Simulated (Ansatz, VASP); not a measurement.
One calculation of Ag, two programs

The input INCAR:

```
  PREC = Accurate
  ENCUT = 500
  EDIFF = 1E-6
  ISMEAR = -1
  SIGMA = 0.1
  LREAL = False
  LASPH = True
  NELM = 120
  ALGO = Normal
  ISIF = 2
  LWAVE = False
  LCHARG = True
  GGA = PE
  LELF = True
  LVHAR = True
  NBANDS = 12
  GGA_COMPAT = False
```

Contents of KPOINTS:

```
regular mesh
0
Gamma
  15 15 15
```

Contents of POSCAR:

```
Ag
1.0
   -1.6063951121      1.6063951121      1.6063951121
    1.6063951121     -1.6063951121      1.6063951121
    1.6063951121      1.6063951121     -1.6063951121
Ag
1
Direct
    0.0000000000      0.0000000000      0.0000000000
```

Input for Ansatz:

```yaml
crystal:
  lattice:
    - [-1.6063951121, 1.6063951121, 1.6063951121]
    - [1.6063951121, -1.6063951121, 1.6063951121]
    - [1.6063951121, 1.6063951121, -1.6063951121]
  atoms:
    - { symbol: Ag, position: [0.0, 0.0, 0.0] }
hamiltonian:
  xc: pbe
  pseudopotentials:
    kind: paw
    azcp:
      Ag: "pseudopotentials/Ag.paw.azcp"
basis:
  ecutwfc: 420
  fft_grid_basis: typed
kpoints:
  mp_grid: { grid: [15, 15, 15], shift: [0, 0, 0] }
magnetization:
  spin_polarized: false
scf:
  occupations: { method: fermi_dirac, width: 0.1 }
  lower_state_search: "off"
output:
  stress: true
```

Alike in both runs: task single point; functional PBE; k mesh 15 × 15 × 15; occupations fermi-dirac, width 0.1 eV; no spin polarisation.

|  | VASP | Ansatz |
| --- | --- | --- |
| version | VASP 6.6.1 | Ansatz 0.2.0 |
| potentials or method | VASP PAW PBE potentials, release 64 (Ag), cutoff 500 eV | plane waves (420 eV) with PAW, scalar-relativistic |
| valence electrons in the cell | 11 | 19 |

VASP gave:

```
pressure (GPa) : 8.9
```

Problem. Which values does Ansatz return?

Solution. Pressure (GPa): 9.0.

The functional is the same, so the differences come from potentials, cutoffs and numerics. VASP's potentials hold 11 valence electrons a cell and Ansatz's 19, so a difference there can come from the potentials and not from the codes.
